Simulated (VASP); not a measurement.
# Pd in VASP: a series of runs, part 2 of 2

VASP 6.6.1. The steps go on from the part before.

## Step 3: Single point, PBE

Input file INCAR:

```
SYSTEM = Pd
PREC     = Accurate       ! precision mode
ENCUT    = 520            ! plane-wave cutoff, eV
EDIFF    = 1E-6           ! SCF threshold, eV
ISMEAR   = -1             ! smearing method
SIGMA    = 0.05           ! smearing width, eV
LREAL    = .FALSE.        ! projectors in reciprocal space
LASPH    = .TRUE.         ! aspherical terms in the spheres
NELM     = 80             ! most SCF steps
ALGO     = Normal         ! electronic algorithm
ISIF     = 2              ! what is computed and relaxed
LWAVE    = .FALSE.        ! write WAVECAR
LCHARG   = .FALSE.        ! write CHGCAR
GGA      = PE             ! functional
NBANDS   = 11             ! bands
```

Input file KPOINTS:

```
Automatic mesh
0
G
  10 10 10
  0 0 0
```

Input file POSCAR:

```
Pd
1.0
   -1.5722810000      1.5722810000      1.5722810000
    1.5722810000     -1.5722810000      1.5722810000
    1.5722810000      1.5722810000     -1.5722810000
Pd
1
Direct
    0.0000000000      0.0000000000      0.0000000000
```

Potentials or basis: VASP PAW PBE potentials, release 64 (Pd).

On the command line:

```console
cat potpaw_PBE.64/Pd/POTCAR > POTCAR
mpirun -np 1 vasp_std > vasp.out
```

Wall time 8.4 s (1 thread of Intel Xeon 8259CL, shared host); peak memory 0.13 GiB.

The run converged. Its results:

```yaml
Free_energy: -5.1796 eV
Pressure: -1.2 GPa
Band_gap_on_the_k_mesh: zero (bands 5 and 6 overlap by 1.43 eV)
```

Levels at points of the mesh, in eV from the Fermi level:
| k point | band 2 | band 3 | band 4 | band 5 | band 6 | band 7 | band 8 | band 9 |
| --- | --- | --- | --- | --- | --- | --- | --- | --- |
| (0.00, 0.00, 0.00) | -2.74 | -2.74 | -2.74 | -0.89 | -0.89 | 19.26 | 19.26 | 19.26 |
| (0.50, 0.00, 0.00) | -3.85 | -0.96 | -0.68 | 0.54 | 1.49 | 7.52 | 15.01 | 17.35 |
| (0.50, 0.50, 0.50) | -4.83 | 0.19 | 0.19 | 0.19 | 9.05 | 9.05 | 9.05 | 16.90 |

## Step 4: Single point, PBE

Input file INCAR:

```
SYSTEM = Pd
PREC = Accurate ; ENCUT = 520
EDIFF = 1E-6 ; ISMEAR = 0
SIGMA = 0.1 ; LREAL = .FALSE.
LASPH = .TRUE. ; NELM = 80
ALGO = Normal ; ISIF = 2
LWAVE = .FALSE. ; LCHARG = .FALSE.
GGA = PE ; NBANDS = 11
```

Input file KPOINTS:

```
Automatic mesh
0
G
  9 8 9
  0 0 0
```

Input file POSCAR:

```
Pd
1.0
   -1.5991770000      1.5491200000      1.6284520000
    1.6029660000     -1.5085400000      1.5916620000
    1.5779050000      1.4872690000     -1.5878730000
Pd
1
Direct
    0.0129120000     -0.0010450000     -0.0121700000
```

Potentials or basis: VASP PAW PBE potentials, release 64 (Pd).

On the command line:

```console
cat potpaw_PBE.64/Pd/POTCAR > POTCAR
mpirun -np 1 vasp_std > vasp.out
```

OUTCAR:

```text
SYSTEM = Pd
   PREC = Accurate
   ENCUT = 520
   EDIFF = 1E-6
   ISMEAR = 0
   LREAL = .FALSE.
   LASPH = .TRUE.
   NELM = 80
   ISIF = 2
   GGA = PE

 ion  position               nearest neighbor table
   1  0.013  0.999  0.988-

  LATTYP: Found a triclinic cell.
 ALAT       =     4.3686316433
 B/A-ratio  =     0.6151998263
 C/A-ratio  =     1.0373189644
 COS(alpha) =     0.0053648697
 COS(beta)  =     0.5188860681
 COS(gamma) =     0.8061225463

  Lattice vectors:

[... 520 lines left out ...]
     11      34.1052      0.00000

 [... further k-points ...]

------------------------ aborting loop because EDIFF is reached ----------------------------------------

  FORCE on cell =-STRESS in cart. coord.  units (eV):
  Direction    XX          YY          ZZ          XY          YZ          ZX
  --------------------------------------------------------------------------------------
  -------------------------------------------------------------------------------------
  Total       -0.1119833     -0.1575802     -0.0969439      0.1077340     -0.2176433      0.0004141
  in kB      -11.5402023    -16.2390859     -9.9903416     11.1022990    -22.4287686      0.0426697
  external PRESSURE =     -12.5898766 kB  Pullay stress =       0.0000000 kB

 VOLUME and BASIS-vectors are now :
 -----------------------------------------------------------------------------
  energy-cutoff  :      520.00
  volume of cell :       15.55
      direct lattice vectors                 reciprocal lattice vectors
    -1.599177000  1.549120000  1.628452000     0.001810004  0.325255819  0.306446996
     1.602966000 -1.508540000  1.591662000     0.313996780 -0.001945861  0.310203064
     1.577905000  1.487269000 -1.587873000     0.316602302  0.331617412 -0.004551591

 POSITION                                       TOTAL-FORCE (eV/Angst)
 -----------------------------------------------------------------------------------
      3.13934     -0.01779      0.04248         0.000000      0.000000      0.000000
 -----------------------------------------------------------------------------------
    total drift:                               -0.000002      0.000004     -0.000001

  FREE ENERGIE OF THE ION-ELECTRON SYSTEM (eV)
  ---------------------------------------------------
  free  energy   TOTEN  =        -5.1744288387 eV

  energy  without entropy=       -5.1677918538  energy(sigma->0) =       -5.17111035
```

OSZICAR:

```text
N       E                     dE             d eps       ncg     rms          rms(c)
DAV:   1     0.425492225686E+02    0.42549E+02   -0.51548E+03  7182   0.848E+02
DAV:   2    -0.485757023646E+01   -0.47407E+02   -0.45874E+02  8079   0.182E+02
DAV:   3    -0.541790266301E+01   -0.56033E+00   -0.55854E+00  8560   0.211E+01
DAV:   4    -0.542067094531E+01   -0.27683E-02   -0.27679E-02  8595   0.157E+00
DAV:   5    -0.542070417775E+01   -0.33232E-04   -0.33231E-04  9144   0.153E-01    0.658E+00
DAV:   6    -0.518531076770E+01    0.23539E+00   -0.10017E+00  8695   0.805E+00    0.323E+00
DAV:   7    -0.517737573691E+01    0.79350E-02   -0.89935E-03  9163   0.738E-01    0.174E+00
DAV:   8    -0.517442934908E+01    0.29464E-02   -0.10030E-03  8829   0.237E-01    0.607E-02
DAV:   9    -0.517442545216E+01    0.38969E-05   -0.20169E-05  9099   0.407E-02    0.200E-02
DAV:  10    -0.517442939445E+01   -0.39423E-05   -0.24676E-06  8898   0.144E-02    0.647E-03
DAV:  11    -0.517442883873E+01    0.55571E-06   -0.80708E-08  5690   0.303E-03
   1 F= -.51744288E+01 E0= -.51711103E+01  d E =-.663698E-02
```

stdout:

```text
POSCAR found type information on POSCAR Pd
 POSCAR found :  1 types and       1 ions
 scaLAPACK will be used
 LDA part: xc-table for (Slater+PW92), standard interpolation
 POSCAR, INCAR and KPOINTS ok, starting setup
 FFT: planning ... GRIDC
 FFT: planning ... GRID_SOFT
 FFT: planning ... GRID
 WAVECAR not read
 entering main loop
```

Run time: 36 s. Hardware: 1 thread of Intel Xeon 8259CL, shared host; peak memory 0.18 GiB.

What came out:

```
Free energy            : -5.1744 eV
Pressure               : -1.3 GPa
Band gap on the k mesh : zero (bands 5 and 6 overlap by 1.40 eV)
```

Stress tensor (GPa, compression positive):
```
-1.15  1.11  0.00
 1.11 -1.62 -2.24
 0.00 -2.24 -1.00
```

Levels at points of the mesh, in eV from the Fermi level:
| k point | band 3 | band 4 | band 5 | band 6 | band 7 | band 8 |
| --- | --- | --- | --- | --- | --- | --- |
| (0.00, 0.00, 0.00) | -2.59 | -2.47 | -1.07 | -0.67 | 18.81 | 19.08 |
| (0.00, 0.50, 0.00) | -1.20 | -0.74 | 0.53 | 1.28 | 7.18 | 15.47 |

## Step 5: Single point, PBE

Input file INCAR:

```
SYSTEM = Pd
ALGO = Normal
EDIFF = 1E-6
ENCUT = 520
GGA = PE
ISIF = 2
ISMEAR = 0
LASPH = .TRUE.
LCHARG = .FALSE.
LREAL = .FALSE.
LWAVE = .FALSE.
NBANDS = 11
NELM = 60
PREC = Accurate
SIGMA = 0.1
```

Input file KPOINTS:

```
k-points
0
G
  11 10 11
  0 0 0
```

POSCAR is that of step 4.

On the command line:

```console
cat potpaw_PBE.64/Pd/POTCAR > POTCAR
mpirun -np 1 vasp_std > vasp.out
```

Wall time 85 s (1 thread of Intel Xeon 8259CL, shared host); peak memory 0.22 GiB.

The run converged. Its results:

```
Free energy            : -5.1702 eV
Pressure               : -1.1 GPa
Band gap on the k mesh : zero (bands 5 and 6 overlap by 1.46 eV)
```

Stress tensor (GPa, compression positive):
```
-1.02  1.19 -0.45
 1.19 -1.46 -2.10
-0.45 -2.10 -0.89
```

Levels at points of the mesh, in eV from the Fermi level:
```tsv
k point	band 3	band 4	band 5	band 6	band 7	band 8
(0.00, 0.00, 0.00)	-2.62	-2.50	-1.10	-0.69	18.78	19.05
(0.00, 0.50, 0.00)	-1.22	-0.77	0.50	1.25	7.15	15.44
```

## Step 6: The runs side by side

```tsv
cell	k mesh	smearing	gap on the mesh (eV)	pressure (GPa)
a = 2.723 Å, angles 109.5°, 1 atom	10 × 10 × 10	fermi-dirac 0.05 eV	none	-1.2
a = 2.758, b = 2.716, c = 2.688 Å, angles 107.9, 112.2, 107.9°, 1 atom	9 × 8 × 9	gaussian 0.1 eV	none	-1.3
a = 2.758, b = 2.716, c = 2.688 Å, angles 107.9, 112.2, 107.9°, 1 atom	11 × 10 × 11	gaussian 0.1 eV	none	-1.1
```

Alike in all rows: task single point; level PBE; potentials or basis VASP PAW PBE potentials, release 64 (Pd); no spin polarisation; cutoff (eV) 520.

Absolute energies hang on the potentials; compare differences alone.
